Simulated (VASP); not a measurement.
Here is a VASP 6.6.1 calculation.

File INCAR:

```
  PREC = Accurate
  ENCUT = 600
  EDIFF = 1E-6
  ISMEAR = 0
  SIGMA = 0.02
  LREAL = False
  LASPH = True
  NELM = 120
  ALGO = Normal
  ISIF = 2
  LWAVE = False
  LCHARG = False
  GGA = PE
  NBANDS = 11
  GGA_COMPAT = False
```

KPOINTS

```
Automatic mesh
0
Gamma
  8 8 8
```

File POSCAR:

```
MgO
1.0
    0.0000000000      2.1059355641      2.1399708864
    2.1059355641      0.0000000000      2.1399708864
    2.1059355641      2.1059355641      0.0000000000
Mg O
1 1
Direct
    0.0000000000      0.0000000000      0.0000000000
    0.5000000000      0.5000000000      0.5000000000
```

Potentials or basis: VASP PAW PBE potentials, release 64 (Mg, O).

The run is started by

```console
$ cat potpaw_PBE.64/Mg/POTCAR potpaw_PBE.64/O/POTCAR > POTCAR
$ mpirun -np 1 vasp_std > vasp.out
```

(1) Predict the pressure.

(2) Estimate the band gap on the k mesh.

Answers

(1) 1.2 GPa.

(2) 4.55 eV, direct.

Caveat: the cell differs from its parent crystal (strained cell).
